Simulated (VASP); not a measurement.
A run of VASP 6.6.1 is set up as follows.

Contents of POSCAR:

```
Lu
1.0
    3.5048186286      0.0000000000      0.0000000000
   -1.7524093143      3.0352619680      0.0000000000
    0.0000000000      0.0000000000      5.4696750779
Lu
2
Direct
    0.3333333333      0.6666666667      0.2500000000
    0.6666666667      0.3333333333      0.7500000000
```

INCAR.step1

```
SYSTEM = Lu
ALGO = Normal
EDIFF = 1E-4
ENCUT = 520
GGA = PE
ISMEAR = -1
LASPH = .True.
LCHARG = .False.
LREAL = .False.
LWAVE = .True.
NBANDS = 32
NELM = 80
PREC = Accurate
SIGMA = 0.1
```

Contents of INCAR.step2:

```
SYSTEM = Lu
ALGO = Normal
EDIFF = 1E-6
ENCUT = 520
ISIF = 2
ISMEAR = -1
ISTART = 1
LASPH = .True.
LCHARG = .False.
LMIXTAU = .True.
LREAL = .False.
LWAVE = .False.
METAGGA = R2SCAN
NBANDS = 32
NELM = 80
PREC = Accurate
SIGMA = 0.1
```

The input KPOINTS:

```
k-points
0
Gamma
  3 3 2
  0 0 0
```

Potentials or basis: VASP PAW PBE potentials, release 64 (Lu).

The run is started by

```console
$ cat potpaw_PBE.64/Lu/POTCAR > POTCAR
$ cp INCAR.step1 INCAR
$ mpirun -np 1 vasp_std > vasp.out
$ cp INCAR.step2 INCAR
$ mpirun -np 1 vasp_std > vasp.out
```

(1) Predict the pressure.

(2) Estimate the band gap on the k mesh.

Results:

(1) -0.6 GPa.

(2) zero (band 25 reaches 3.54 eV, above the bottom of band 26 at 1.55 eV).

Caveat: the k points lie up to 0.69 Å⁻¹ apart; the PAW data sets were made with another functional, which shifts forces and pressure a little; spin-orbit coupling is left out, which moves the levels of the heavy elements.
